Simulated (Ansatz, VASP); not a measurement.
**Hg in VASP and in Ansatz**

```
CELL_PARAMETERS angstrom
3.27392 0.00000 0.00000
-1.02934 3.10790 0.00000
-1.12229 -1.55395 2.65411
ATOMIC_POSITIONS crystal
Hg 0.50000 0.50000 0.00000
```

Alike in both runs: functional PBE; dispersion D4; k mesh 10 × 10 × 10; occupations methfessel-paxton of order 1, width 0.1 eV; no spin polarisation.

|  | VASP | Ansatz |
| --- | --- | --- |
| version | VASP 6.6.1 | Ansatz 0.2.0 |
| potentials or method | VASP PAW PBE potentials, release 64 (Hg) | SPMS NC |
| plane-wave cutoff (eV) | 520 | 626 |
| valence electrons in the cell | 12 | 20 |
| task | single point | density of states |

Ansatz gave:

* gap on the k mesh at the Fermi level (eV): none
* pressure (GPa): -0.7
* traceless stress, the component that is largest in VASP (GPa): 0.05

Q: What did VASP give for the same quantities?

A: gap on the k mesh at the Fermi level (eV): none; pressure (GPa): -0.5; traceless stress, the component that is largest in VASP (GPa): 0.06.

A gap of «none» marks a metal or a gap that the smearing closes. VASP's potentials hold 12 valence electrons a cell and Ansatz's 20, so a difference there can come from the potentials and not from the codes.

Neither program's run includes spin-orbit coupling.
